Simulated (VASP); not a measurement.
# Ir (P-1) in VASP: settings compared

Ir is run at these levels: r2SCAN, r2SCAN+rVV10; tasks: single point, relaxation of cell and atoms.

All numbers are computed with VASP 6.6.1; they aren't measurements. Logs are shortened: lines on timing, memory, paths and dates and some standing lists are left out, and cuts for length are marked.

### 1 The cell of the first run

The typed cell holds 1 atom: a = 2.542 Å, b = 2.611 Å, c = 2.995 Å, α = 58.28°, β = 61.38°, γ = 59.90°.

### 2 Single point, r2SCAN

POSCAR

```
Ir
1.0
    0.0644692700      1.8373557400      1.7560488600
    1.9418131400      0.0774349900      1.7430831500
    2.1728248700      2.0554017600     -0.1535767500
Ir
1
Direct
    0.0000000000      0.0000000000      0.0000000000
```

INCAR.step1

```
PREC = Accurate
ENCUT = 520
ISMEAR = -1
SIGMA = 0.05
LREAL = False
LASPH = True
NELM = 100
NBANDS = 10
GGA = PE
ALGO = Normal
EDIFF = 1E-4
LWAVE = True
LCHARG = False
```

INCAR.step2

```
PREC = Accurate
ENCUT = 520
EDIFF = 1E-6
ISMEAR = -1
SIGMA = 0.05
LREAL = False
LASPH = True
NELM = 100
ALGO = Normal
ISIF = 2
LWAVE = False
LCHARG = False
METAGGA = R2SCAN
LMIXTAU = True
NBANDS = 10
ISTART = 1
```

KPOINTS

```
regular mesh
0
Gamma
  12 13 11
```

Potentials or basis: VASP PAW PBE potentials, release 64 (Ir).

On the command line:

```console
> cat potpaw_PBE.64/Ir/POTCAR > POTCAR
> cp INCAR.step1 INCAR
> mpirun -np 1 vasp_std > vasp.out
> cp INCAR.step2 INCAR
> mpirun -np 1 vasp_std > vasp.out
```

OUTCAR:

```text
PREC = Accurate
   ENCUT = 520
   EDIFF = 1E-6
   ISMEAR = -1
   LREAL = False
   LASPH = True
   NELM = 100
   ISIF = 2
   METAGGA = R2SCAN
   ISTART = 1

 ion  position               nearest neighbor table
   1  0.000  0.000  0.000-

  LATTYP: Found a triclinic cell.
 ALAT       =     2.7500977690
 B/A-ratio  =     2.2832312854
 C/A-ratio  =     1.0374029019
 COS(alpha) =     0.0088672219
 COS(beta)  =     0.5786771390
 COS(gamma) =     0.7696309043

  Lattice vectors:

 A1 = (  -0.2310117300,  -1.9779667700,   1.8966599000)
 A2 = (   3.5881452800,  -3.6604525300,   3.6267773400)
 A3 = (  -2.1083556000,  -0.2180460200,   1.9096256100)

Analysis of symmetry for initial positions (statically):
=====================================================================
 Subroutine PRICEL returns:
 Original cell was already a primitive cell.

 Routine SETGRP: Setting up the symmetry group for a
 triclinic supercell.

 Subroutine GETGRP returns: Found  2 space group operations
 (whereof  2 operations were pure point group operations)
 out of a pool of  2 trial point group operations.

The static configuration has the point symmetry S_2 .

Analysis of symmetry for dynamics (positions and initial velocities):
=====================================================================
 Subroutine PRICEL returns:
 Original cell was already a primitive cell.

 Routine SETGRP: Setting up the symmetry group for a
 triclinic supercell.

 Subroutine GETGRP returns: Found  2 space group operations
 (whereof  2 operations were pure point group operations)
 out of a pool of  2 trial point group operations.

The dynamic configuration has the point symmetry S_2 .

 Subroutine INISYM returns: Found  2 space group operations
 (whereof  2 operations are pure point group operations),
 and found     1 'primitive' translations

----------------------------------------------------------------------------------------

                                     Primitive cell

  volume of cell :      13.9883

  direct lattice vectors                    reciprocal lattice vectors
     0.064469270  1.837355740  1.756048860    -0.256973762  0.292074744  0.273296327
     1.941813140  0.077434990  1.743083150     0.278200963 -0.273477489  0.275926275
     2.172824870  2.055401760 -0.153576750     0.219231946  0.235735674 -0.254699073

  length of vectors
[... 83 lines left out ...]
   NSW    =      0    number of steps for IOM
   IBRION =     -1    ionic relax: 0-MD 1-quasi-New 2-CG
   NFREE  =      0    steps in history (QN), initial steepest desc. (CG)
   ISIF   =      2    stress and relaxation
   ISYM   =      2    0-nonsym 1-usesym 2-fastsym
   POTIM  = 0.5000    time-step for ionic-motion
   TEBEG  =    0.0;   TEEND  =   0.0 temperature during run
   PSTRESS=    0.0 pullay stress
   NELECT =       9.0000    total number of electrons
   NUPDOWN=      -1.0000    fix difference up-down
   EMIN   =  10.00;   EMAX   =-10.00  energy-range for DOS
   EFERMI =   0.00;   METHOD = LEGACY
   ISMEAR =    -1;   SIGMA  =   0.05  broadening in eV -4-tet -1-fermi 0-gaus
   EFERMI_NEDOS =   21; number of points for ismear=-14 and -15
   IALGO  =     38    algorithm
   IMIX   =      4    mixing-type and parameters
     AMIX     =   0.40;   BMIX     =  1.00
     AMIX_MAG =   1.60;   BMIX_MAG =  1.00
  volume/ion in A,a.u.               =      13.99        94.40
  Fermi-wavevector in a.u.,A,eV,Ry     =   1.413299  2.670747 27.176453  1.997413
  Thomas-Fermi vector in A             =   2.534959
   LORBIT       =      0    0 simple, 1 ext, 2 COOP (PROOUT), +10 PAW based schemes
   METAGGA = R2SCAN    functional components
   LHFCALC =     F    Hartree Fock is set to
   AEXX    =    0.0000 exact exchange contribution
   IVDW    =     0    specifies the selected vdW correction
   LEPSILON=     F    determine dielectric tensor
   LRPA    =     F    only Hartree local field effects (RPA)
 non-spin polarized calculation
  energy-cutoff  :      520.00
  volume of cell :       13.99
 maximum number of plane-waves:       389
   NGX =  9   NGY =  9   NGZ = 11

 number of electron       9.0000000 magnetization

 Free energy of the ion-electron system (eV)
  ---------------------------------------------------
  ext. energy  EPLUGINS =         0.00000000
  ---------------------------------------------------
  free energy    TOTEN  =       -51.92164223 eV

  energy without entropy =      -51.91175724  energy(sigma->0) =      -51.91669973

 E-fermi :  10.2468     XC(G=0): -15.3479

 val. band max:       10.2427396344   @ k =   0.1667   0.3077   0.3636
 cond. band min:      10.2496459845   @ k =  -0.0833   0.3077   0.2727
 fundamental gap:      0.0069063500
 Fermi energy:        10.2467764341

 k-point     1 :       0.0000    0.0000    0.0000
  band No.  band energies     occupation
      1      -1.2527      2.00000
      2       4.6605      2.00000
      3       6.4407      2.00000
      4       7.0116      2.00000
      5       8.9896      2.00000
      6      10.2702      0.77037
      7      24.9138      0.00000
      8      28.4080      0.00000
      9      33.4381      0.00000
     10      34.2433      0.00000
[... 287 lines left out ...]
 k-point    24 :       0.3333    0.1538   -0.0000
  band No.  band energies     occupation
      1       2.6534      2.00000
      2       4.8268      2.00000
      3       6.0937      2.00000
      4       7.4760      2.00000
      5       9.8596      1.99913
      6      10.5084      0.01062
      7      25.4678      0.00000
      8      28.3578      0.00000
      9      29.1498      0.00000
     10      34.0582      0.00000

 [... further k-points ...]

------------------------ aborting loop because EDIFF is reached ----------------------------------------

  FORCE on cell =-STRESS in cart. coord.  units (eV):
  Direction    XX          YY          ZZ          XY          YZ          ZX
  --------------------------------------------------------------------------------------
  -------------------------------------------------------------------------------------
  Total        1.1415657      2.7982487      2.4318134     -2.2570509      2.1141726      1.8436326
  in kB      130.7513817    320.5026921    278.5323350   -258.5155832    242.1507416    211.1639342
  external PRESSURE =     243.2621363 kB  Pullay stress =       0.0000000 kB

 VOLUME and BASIS-vectors are now :
 -----------------------------------------------------------------------------
  energy-cutoff  :      520.00
  volume of cell :       13.99
      direct lattice vectors                 reciprocal lattice vectors
     0.064469270  1.837355740  1.756048860    -0.256973762  0.292074744  0.273296327
     1.941813140  0.077434990  1.743083150     0.278200963 -0.273477489  0.275926275
     2.172824870  2.055401760 -0.153576750     0.219231946  0.235735674 -0.254699073

 POSITION                                       TOTAL-FORCE (eV/Angst)
 -----------------------------------------------------------------------------------
      0.00000      0.00000      0.00000         0.000000      0.000000      0.000000
 -----------------------------------------------------------------------------------
    total drift:                               -0.000000     -0.000000      0.000000

  FREE ENERGIE OF THE ION-ELECTRON SYSTEM (eV)
  ---------------------------------------------------
  free  energy   TOTEN  =       -51.9216422265 eV

  energy  without entropy=      -51.9117572394  energy(sigma->0) =      -51.91669973
```

It took 7.5 min on 1 thread of Intel Xeon Platinum 8175M at 2.50GHz (Skylake/Cascade Lake), shared host; peak memory 0.25 GiB.

Results:

```yaml
Free_energy: -51.9216 eV
Pressure: 24.3 GPa
Band_gap_on_the_k_mesh: zero (an odd number of electrons rules out a gap without spin polarisation)
```

Caveat: the stress differs along the axes, from 13 to 32 GPa; the PAW data sets were made with another functional, which shifts forces and pressure a little; spin-orbit coupling is left out, which moves the levels of the heavy elements.

### 3 Relaxation of cell and atoms, r2SCAN+rVV10

POSCAR is that of step 2.

INCAR.step1

```
PREC = Accurate ; ENCUT = 600
ISMEAR = -1 ; SIGMA = 0.05
LREAL = False ; LASPH = True
NELM = 80 ; GGA = PE
ALGO = Normal ; EDIFF = 1E-4
LWAVE = True ; LCHARG = False
```

INCAR.step2

```
PREC = Accurate ; ENCUT = 600
EDIFF = 1E-7 ; ISMEAR = -1
SIGMA = 0.05 ; LREAL = False
LASPH = True ; NELM = 80
ALGO = Normal ; ISIF = 3
LWAVE = False ; LCHARG = False
METAGGA = R2SCAN ; LMIXTAU = True
LUSE_VDW = True ; IVDW_NL = 2
BPARAM = 11.95 ; CPARAM = 0.0093
IBRION = 2 ; NSW = 60
EDIFFG = -0.01 ; ISTART = 1
```

KPOINTS is that of step 2.

Potentials or basis: VASP PAW PBE potentials, release 64 (Ir).

On the command line:

```console
> cat potpaw_PBE.64/Ir/POTCAR > POTCAR
> cp INCAR.step1 INCAR
> mpirun -np 1 vasp_std > vasp.out
> cp INCAR.step2 INCAR
> mpirun -np 1 vasp_std > vasp.out
```

OUTCAR:

```text
PREC = Accurate
   ENCUT = 600
   EDIFF = 1E-7
   ISMEAR = -1
   LREAL = False
   LASPH = True
   NELM = 80
   ISIF = 3
   METAGGA = R2SCAN
   IVDW_NL = 2
   BPARAM = 11.95
   IBRION = 2
   NSW = 60
   EDIFFG = -0.01
   ISTART = 1

 ion  position               nearest neighbor table
   1  0.000  0.000  0.000-

  LATTYP: Found a triclinic cell.
 ALAT       =     2.7500977690
 B/A-ratio  =     2.2832312854
 C/A-ratio  =     1.0374029019
 COS(alpha) =     0.0088672219
 COS(beta)  =     0.5786771390
 COS(gamma) =     0.7696309043

  Lattice vectors:

 A1 = (  -0.2310117300,  -1.9779667700,   1.8966599000)
 A2 = (   3.5881452800,  -3.6604525300,   3.6267773400)
 A3 = (  -2.1083556000,  -0.2180460200,   1.9096256100)

Analysis of symmetry for initial positions (statically):
=====================================================================
 Subroutine PRICEL returns:
 Original cell was already a primitive cell.

 Routine SETGRP: Setting up the symmetry group for a
 triclinic supercell.

 Subroutine GETGRP returns: Found  2 space group operations
 (whereof  2 operations were pure point group operations)
 out of a pool of  2 trial point group operations.

The static configuration has the point symmetry S_2 .

Analysis of symmetry for dynamics (positions and initial velocities):
=====================================================================
 Subroutine PRICEL returns:
 Original cell was already a primitive cell.
[... 262 lines left out ...]
 cond. band min:       9.7166586766   @ k =   0.2500  -0.0769   0.3636
 fundamental gap:      0.0035617028
 Fermi energy:         9.7151985728

 k-point     1 :       0.0000    0.0000    0.0000
  band No.  band energies     occupation
      1      -1.5368      2.00000
      2       5.7639      2.00000
      3       5.9272      2.00000
      4       5.9566      2.00000
      5       8.4241      2.00000
      6       8.5507      2.00000
      7      24.8629      0.00000
      8      30.2926      0.00000
[... 243 lines left out ...]
 k-point    24 :       0.3333    0.1538   -0.0000
  band No.  band energies     occupation
      1       1.8445      2.00000
      2       4.4953      2.00000
      3       5.8559      2.00000
      4       7.0632      2.00000
      5       9.1143      1.99999
      6       9.8729      0.08183
      7      23.7751      0.00000
      8      27.7926      0.00000

 [... further k-points ...]

[... ionic steps 4 to 12 ...]

--------------------------------------- Ionic step       13  -------------------------------------------

 number of electron       9.0000000 magnetization

------------------------ aborting loop because EDIFF is reached ----------------------------------------
[... 65 lines left out ...]
--------------------------------------- Ionic step       15  -------------------------------------------

 number of electron       9.0000000 magnetization

 Free energy of the ion-electron system (eV)
  ---------------------------------------------------
  ext. energy  EPLUGINS =         0.00000000
  ---------------------------------------------------
  free energy    TOTEN  =       -52.24181634 eV

  energy without entropy =      -52.23377806  energy(sigma->0) =      -52.23779720

 E-fermi :  10.0646     XC(G=0): -15.3070

 val. band max:       10.0645290651   @ k =   0.1667  -0.0000   0.3636
 cond. band min:      10.0645665925   @ k =   0.0833   0.4615   0.1818
 fundamental gap:      0.0000375274
 Fermi energy:        10.0645613289

 k-point     1 :       0.0000    0.0000    0.0000
  band No.  band energies     occupation
      1      -1.4135      2.00000
      2       6.0767      2.00000
      3       6.1115      2.00000
      4       6.1326      2.00000
      5       8.7890      2.00000
      6       8.8059      2.00000
      7      25.1676      0.00000
      8      30.9142      0.00000
[... 281 lines left out ...]
  FREE ENERGIE OF THE ION-ELECTRON SYSTEM (eV)
  ---------------------------------------------------
  free  energy   TOTEN  =       -52.2418163373 eV

  energy  without entropy=      -52.2337780570  energy(sigma->0) =      -52.23779720

 reached required accuracy - stopping structural energy minimisation
```

OUTCAR.step1:

```text
PREC = Accurate
   ENCUT = 600
   ISMEAR = -1
   LREAL = False
   LASPH = True
   NELM = 80
[... 483 lines left out ...]
 POSITION                                       TOTAL-FORCE (eV/Angst)
 -----------------------------------------------------------------------------------
      0.00000      0.00000      0.00000         0.000000      0.000000      0.000000
 -----------------------------------------------------------------------------------
    total drift:                                0.000000     -0.000000     -0.000000

  FREE ENERGIE OF THE ION-ELECTRON SYSTEM (eV)
  ---------------------------------------------------
  free  energy   TOTEN  =        -8.3952133337 eV

  energy  without entropy=       -8.3850314121  energy(sigma->0) =       -8.39012237
```

OSZICAR.step1:

```text
N       E                     dE             d eps       ncg     rms          rms(c)
DAV:   1     0.495393916108E+02    0.49539E+02   -0.49472E+03 13792   0.116E+03
DAV:   2    -0.818416486075E+01   -0.57724E+02   -0.56316E+02 13800   0.220E+02
DAV:   3    -0.888702525762E+01   -0.70286E+00   -0.70161E+00 19944   0.331E+01
DAV:   4    -0.889128527605E+01   -0.42600E-02   -0.42591E-02 17232   0.186E+00
DAV:   5    -0.889132253275E+01   -0.37257E-04   -0.37257E-04 20608   0.115E-01    0.167E+01
DAV:   6    -0.848499211083E+01    0.40633E+00   -0.80128E-01 16768   0.125E+01    0.736E+00
DAV:   7    -0.840134175958E+01    0.83650E-01   -0.28496E-01 18800   0.696E+00    0.161E+00
DAV:   8    -0.839547895536E+01    0.58628E-02   -0.65187E-03 15392   0.134E+00    0.449E-01
DAV:   9    -0.839520606169E+01    0.27289E-03   -0.12205E-04 14872   0.109E-01    0.183E-02
DAV:  10    -0.839521333370E+01   -0.72720E-05   -0.49332E-06  7320   0.247E-02
   1 F= -.83952133E+01 E0= -.83901224E+01  d E =-.101819E-01
```

Wall time 68 min (1 thread of AMD EPYC 9R45 (Zen 5), shared host); peak memory 0.3 GiB.

What came out:

| Quantity | Value |
| --- | --- |
| Free energy | -52.2418 eV |
| Relaxed volume | 14.23 Å³/atom |
| Relaxed cell | a = 2.719 Å, b = 2.717 Å, c = 2.725 Å, α = 59.96°, β = 60.00°, γ = 59.95° |
| Space group after relaxing (to 0.1 Å) | Fm-3m (No. 225) |
| Energy gained by relaxing | 445.4 meV/atom |
| Ionic steps | 15 |
| Pressure after relaxing | 0.0 GPa |
| Band gap on the k mesh | zero (an odd number of electrons rules out a gap without spin polarisation) |

Stress tensor (GPa, compression positive):
```
 0.07 -0.02  0.11
-0.02  0.00  0.09
 0.11  0.09  0.00
```

The path:
| step | energy change (eV) | largest force (eV/Å) | pressure (GPa) | volume (Å³) |
| --- | --- | --- | --- | --- |
| 1 | 0.0000 | 0.0000 | 22.54 | 13.99 |
| 2 | 0.4246 | 0.0000 | -42.20 | 17.84 |
| 3 | -0.2667 | 0.0000 | -21.89 | 15.37 |
| 4 | -0.2702 | 0.0000 | -18.73 | 15.22 |
| 5 | 0.0831 | 0.0000 | 49.39 | 13.17 |
| 6 | -0.4094 | 0.0000 | -6.56 | 14.52 |
| 7 | -0.4121 | 0.0000 | -4.65 | 14.44 |
| 8 | -0.4124 | 0.0000 | -3.91 | 14.41 |
| 9 | -0.4165 | 0.0000 | 13.90 | 13.78 |
| 10 | -0.4417 | 0.0000 | 4.20 | 14.08 |
| 11 | -0.4366 | 0.0000 | -7.30 | 14.52 |
| 12 | -0.4451 | 0.0000 | -0.49 | 14.25 |
| 13 | -0.4454 | 0.0000 | 0.19 | 14.22 |
| 14 | -0.4454 | 0.0000 | 0.03 | 14.23 |
| 15 | -0.4454 | 0.0000 | 0.02 | 14.23 |

Final structure:
```
CELL_PARAMETERS angstrom
-0.00274 1.92048 1.92531
1.91751 -0.00059 1.92503
1.92816 1.92626 0.00594
ATOMIC_POSITIONS crystal
Ir 0.00000 0.00000 0.00000
```

Caveat: the PAW data sets were made with another functional, which shifts forces and pressure a little; spin-orbit coupling is left out, which moves the levels of the heavy elements.

### 4 Relaxation of cell and atoms, r2SCAN

POSCAR is that of step 3.

INCAR.step1

```
SYSTEM = Ir
ALGO = Normal
EDIFF = 1E-4
ENCUT = 600
GGA = PE
ISMEAR = -1
LASPH = .True.
LCHARG = .False.
LREAL = .False.
LWAVE = .True.
NELM = 60
PREC = Accurate
SIGMA = 0.05
```

INCAR.step2

```
SYSTEM = Ir
ALGO = Normal
EDIFF = 1E-7
EDIFFG = -0.01
ENCUT = 600
IBRION = 2
ISIF = 3
ISMEAR = -1
ISTART = 1
LASPH = .True.
LCHARG = .False.
LMIXTAU = .True.
LREAL = .False.
LWAVE = .False.
METAGGA = R2SCAN
NELM = 60
NSW = 60
PREC = Accurate
SIGMA = 0.05
```

KPOINTS

```
k-points
0
Gamma
  12 13 11
  0 0 0
```

On the command line:

```console
> cat potpaw_PBE.64/Ir/POTCAR > POTCAR
> cp INCAR.step1 INCAR
> mpirun -np 1 vasp_std > vasp.out
> cp INCAR.step2 INCAR
> mpirun -np 1 vasp_std > vasp.out
```

It took 36 min on 1 thread of Intel Xeon 6975P-C (Granite Rapids), shared host; peak memory 0.27 GiB.

It converged, with:

| Item | Value |
| --- | --- |
| Free energy | -52.3671 eV |
| Relaxed volume | 14.30 Å³/atom |
| Relaxed cell | a = 2.724 Å, b = 2.722 Å, c = 2.729 Å, α = 59.96°, β = 60.01°, γ = 59.95° |
| Space group after relaxing (to 0.1 Å) | Fm-3m (No. 225) |
| Energy gained by relaxing | 445.6 meV/atom |
| Ionic steps | 13 |
| Pressure after relaxing | 0.0 GPa |
| Band gap on the k mesh | zero (an odd number of electrons rules out a gap without spin polarisation) |

Stress tensor (GPa, compression positive):
```
0.09 0.05 0.09
0.05 0.04 0.09
0.09 0.09 0.00
```

Step by step:
```csv
step,energy change (eV),largest force (eV/Å),pressure (GPa),volume (Å³)
1,0.0000,0.0000,24.36,13.99
2,0.4788,0.0000,-42.96,18.23
3,-0.2646,0.0000,-21.31,15.45
4,-0.2688,0.0000,-17.90,15.29
5,-0.0214,0.0000,40.75,13.37
6,-0.4119,0.0000,-5.86,14.56
7,-0.4137,0.0000,-4.34,14.50
8,-0.4178,0.0000,13.71,13.84
9,-0.4418,0.0000,3.97,14.15
10,-0.4383,0.0000,-6.38,14.56
11,-0.4453,0.0000,-0.53,14.32
12,-0.4455,0.0000,0.25,14.29
13,-0.4456,0.0000,0.04,14.30
```

Final structure:
```
Ir
1.0
    -0.00280    1.92349    1.92838
     1.92069   -0.00068    1.92811
     1.93080    1.92899    0.00578
Ir
1
Cartesian
  0.0000 0.0000 0.0000
```

Levels at points of the mesh, in eV from the Fermi level:
```csv
k point,band 2,band 3,band 4,band 5,band 6,band 7
"(0.00, 0.00, 0.00)",-3.95,-3.92,-3.90,-1.27,-1.25,15.13
"(0.50, 0.00, 0.00)",-4.11,-4.04,-0.66,0.92,0.94,7.57
```

Caveat: the PAW data sets were made with another functional, which shifts forces and pressure a little; spin-orbit coupling is left out, which moves the levels of the heavy elements. Zero-point motion and thermal expansion aren't in these numbers.

### 5 Summary

```csv
task,level,cell,cutoff (eV),gap on the mesh (eV),pressure (GPa),relaxed volume (Å³/atom)
single point,r2SCAN,as given,520,none,24.3,-
relaxation of cell and atoms,r2SCAN+rVV10,relaxed,600,none,0.0,14.23
relaxation of cell and atoms,r2SCAN,relaxed,600,none,0.0,14.30
```

Alike in all rows: potentials or basis VASP PAW PBE potentials, release 64 (Ir); no spin polarisation; k mesh 12 × 13 × 11; smearing fermi-dirac 0.05 eV.

Caveats: the PAW data sets were made with another functional, which shifts forces and pressure a little; spin-orbit coupling is left out, which moves the levels of the heavy elements; the stress differs along the axes, from 13 to 32 GPa (at least some runs).

Absolute energies hang on the potentials; compare differences alone.
